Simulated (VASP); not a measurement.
Si2N:

```
Si N
1.0
     4.17064    0.00000    0.00000
     0.00000    4.17064    0.00000
     0.00000    0.00000    2.54186
Si N
4 2
Cartesian
  1.2323 1.2323 0.0000
  2.9384 2.9384 0.0000
  3.3176 0.8530 1.2709
  0.8530 3.3176 1.2709
  0.0000 0.0000 0.0000
  2.0853 2.0853 1.2709
```

| Property | Result |
| --- | --- |
| Program | VASP 6.6.1 |
| Task | relaxation of cell and atoms |
| Functional | PBEsol |
| Potentials or basis | VASP PAW PBE potentials, release 64 (Si, N) |
| Cutoff | 600 eV |
| k mesh | 6 × 6 × 8 |
| Occupations | gaussian, width 0.1 eV |
| Spin | no spin polarisation |

At the start: pressure 149.9 GPa; volume 7.37 Å³/atom.

Problem. How do energy, volume and symmetry change on relaxing?

Solution. Over 40 steps the energy falls by 1640.8 meV/atom and the volume is 14.74 Å³/atom (+100.0 %); space group P4_2/mnm (No. 136, to 0.05 Å).

Step by step:
```tsv
step	energy change (eV)	largest force (eV/Å)	pressure (GPa)	volume (Å³)
1	0.0000	1.9825	149.94	44.21
2	-5.9233	0.2372	-24.94	104.31
3	-9.2610	0.1559	-1.44	72.34
4	-9.2613	0.1734	-0.37	71.69
5	-9.3292	0.0524	-0.57	71.17
6	-9.3750	0.1030	-0.38	70.33
7	-9.1996	0.3905	2.39	68.39
8	-9.3856	0.1418	-0.21	70.09
9	-9.3638	0.2865	0.75	69.21
10	-9.3920	0.1759	-0.06	69.89
11	-9.3932	0.2125	0.14	69.67
12	-9.3936	0.1977	0.05	69.76
13	-9.4043	0.2196	0.14	69.75
14	-9.4235	0.2677	0.82	69.71
15	-9.4276	0.2646	0.84	69.76
16	-9.4397	0.2524	0.89	69.90
17	-9.4620	0.2148	1.09	70.18
18	-9.4948	0.0836	2.01	70.74
19	-9.4629	0.4356	6.18	71.87
20	-9.5020	0.0251	2.79	71.04
21	-9.5169	0.0063	1.15	72.34
22	-9.5223	0.0327	-0.35	73.83
23	-9.5279	0.0705	-0.41	74.28
24	-9.5439	0.1938	-0.38	75.62
25	-9.6054	0.4182	0.59	78.27
26	-9.7377	0.2905	4.29	83.50
27	-9.7385	0.2802	4.30	83.58
28	-9.7401	0.2478	4.31	83.84
29	-9.7405	0.1752	4.35	84.35
30	-9.7409	0.2052	4.33	84.14
31	-9.7427	0.2048	4.29	84.19
32	-9.7480	0.2030	4.13	84.31
33	-9.7583	0.1989	3.82	84.56
34	-9.7768	0.1901	3.21	85.06
35	-9.8064	0.1712	2.04	86.07
36	-9.8371	0.1417	-0.09	88.10
37	-9.8398	0.1377	-0.79	88.86
38	-9.8398	0.1374	-0.88	88.97
39	-9.8418	0.0971	-0.66	88.83
40	-9.8448	0.0251	0.05	88.43
```

Final structure:
```yaml
crystal:
  lattice:
    - [5.89415, 0.00000, 0.00000]
    - [0.00000, 5.89415, 0.00000]
    - [0.00000, 0.00000, 2.54532]
  atoms:
    - { symbol: Si, position: [0.33962, 0.33962, 0.00000] }
    - { symbol: Si, position: [0.66038, 0.66038, 0.00000] }
    - { symbol: Si, position: [0.83962, 0.16038, 0.50000] }
    - { symbol: Si, position: [0.16038, 0.83962, 0.50000] }
    - { symbol: N, position: [0.00000, 0.00000, 0.00000] }
    - { symbol: N, position: [0.50000, 0.50000, 0.50000] }
```

Caveat: the volume moved by over 15 % at a fixed basis, so the end points are rough; the PAW data sets were made with another functional, which shifts forces and pressure a little; the relaxation stopped at a loose force limit of 0.05 eV/Å, so its end isn't a converged minimum.
